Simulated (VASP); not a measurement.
Crystal: Pt.

```
Pt
1.0
     2.53562    0.00000    0.00000
     0.00000    2.53562    0.00000
     0.00000    0.00000    2.53562
Pt
1
Direct
  0.00000 0.00000 0.00000
```

This isn't the form of Pt at room conditions, which is fcc.

| Item | Value |
| --- | --- |
| Program | VASP 6.6.1 |
| Task | relaxation of cell and atoms |
| Functional | r2SCAN |
| Potentials or basis | VASP PAW PBE potentials, release 64 (Pt) |
| Cutoff | 550 eV |
| k mesh | 12 × 12 × 12 |
| Occupations | fermi-dirac, width 0.1 eV |
| Spin | no spin polarisation |

At the start: pressure 21.2 GPa; volume 16.30 Å³/atom.

Problem. How do energy, volume and symmetry change on relaxing?

Solution. Over 16 steps the energy falls by 84.6 meV/atom and the volume is 17.69 Å³/atom (+8.5 %); space group Pm-3m (No. 221, to 0.1 Å) before and after.

Step by step:
| step | energy change (eV) | largest force (eV/Å) | pressure (GPa) | volume (Å³) |
| --- | --- | --- | --- | --- |
| 1 | 0.0000 | 0.0000 | 21.15 | 16.30 |
| 2 | 0.3216 | 0.0000 | -24.31 | 21.93 |
| 3 | -0.0840 | 0.0000 | -1.46 | 17.83 |
| 4 | -0.0846 | 0.0000 | -0.21 | 17.72 |
| 5 | -0.0846 | 0.0000 | 0.13 | 17.69 |
| 6 | -0.0846 | 0.0000 | 0.12 | 17.69 |
| 7 | -0.0846 | 0.0000 | 0.11 | 17.69 |
| 8 | -0.0846 | 0.0000 | 0.12 | 17.69 |
| 9 | -0.0846 | 0.0000 | 0.12 | 17.69 |
| 10 | -0.0846 | 0.0000 | 0.12 | 17.69 |
| 11 | -0.0846 | 0.0000 | 0.12 | 17.69 |
| 12 | -0.0846 | 0.0000 | 0.11 | 17.69 |
| 13 | -0.0846 | 0.0000 | 0.11 | 17.69 |
| 14 | -0.0846 | 0.0000 | 0.11 | 17.69 |
| 15 | -0.0846 | 0.0000 | 0.10 | 17.69 |
| 16 | -0.0846 | 0.0000 | 0.07 | 17.69 |

Final structure:
```yaml
crystal:
  lattice:
    - [2.60583, 0.00000, 0.00000]
    - [0.00000, 2.60583, 0.00000]
    - [0.00000, 0.00000, 2.60583]
  atoms:
    - { symbol: Pt, position: [0.00000, 0.00000, 0.00000] }
```

Caveat: the PAW data sets were made with another functional, which shifts forces and pressure a little.
